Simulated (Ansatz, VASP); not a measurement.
## AlFe in VASP and in Ansatz

File INCAR:

```
SYSTEM = AlFe
PREC = Accurate
ENCUT = 520
EDIFF = 1E-8
ISMEAR = -1
SIGMA = 0.05
LREAL = .False.
LASPH = .True.
NELM = 150
ALGO = Normal
ISIF = 2
LWAVE = .False.
LCHARG = .False.
ISPIN = 2
MAGMOM = 0 3
LORBIT = 11
LMAXMIX = 4
GGA = PE
LEFG = .True.
NBANDS = 16
```

The input KPOINTS:

```
Automatic mesh
0
Gamma
  12 12 12
  0 0 0
```

POSCAR

```
AlFe
1.0
    2.8904692102      0.0000000000      0.0000000000
    0.0000000000      2.8904692102      0.0000000000
    0.0000000000      0.0000000000      2.8904692102
Al Fe
1 1
Direct
    0.0000000000      0.0000000000      0.0000000000
    0.5000000000      0.5000000000      0.5000000000
```

Input for Ansatz:

```yaml
crystal:
  lattice:
    - [2.8904692102, 0.0, 0.0]
    - [0.0, 2.8904692102, 0.0]
    - [0.0, 0.0, 2.8904692102]
  atoms:
    - { symbol: Al, position: [0.0, 0.0, 0.0] }
    - { symbol: Fe, position: [0.5, 0.5, 0.5], spin: 3.0 }
magnetization:
  spin_polarized: true
kpoints:
  mp_grid: { grid: [12, 12, 12] }
scf:
  occupations: { method: fermi_dirac, width: 0.05 }
hamiltonian:
  xc: pbe
  pseudopotentials: { kind: paw }
output:
  forces: true
  stress: true
  eigenvalues: true
  efg: { contact_densities: true }
```

Change from the starting cell: volume scaled by 0.98, PAW files.

Alike in both runs: task electric field gradients; functional PBE; k mesh 12 × 12 × 12; occupations fermi-dirac, width 0.05 eV; collinear spin.

|  | VASP | Ansatz |
| --- | --- | --- |
| version | VASP 6.6.1 | Ansatz 0.2.0 |
| potentials or method | VASP PAW PBE potentials, release 64 (Al, Fe) | PAW with Ansatz's default frozen-core files, scalar-relativistic |
| plane-wave cutoff (eV) | 520 | 420 |
| valence electrons in the cell | 11 | 19 |

Ansatz gave:

| Property | Result |
| --- | --- |
| pressure (GPa) | -2.7 |
| net moment per atom (μB) | 0.36 |

Q: Which values does VASP return?

A: Pressure (GPa): -2.8; net moment per atom (μB): 0.36.

VASP's potentials hold 11 valence electrons a cell and Ansatz's 19, so a difference there can come from the potentials and not from the codes.
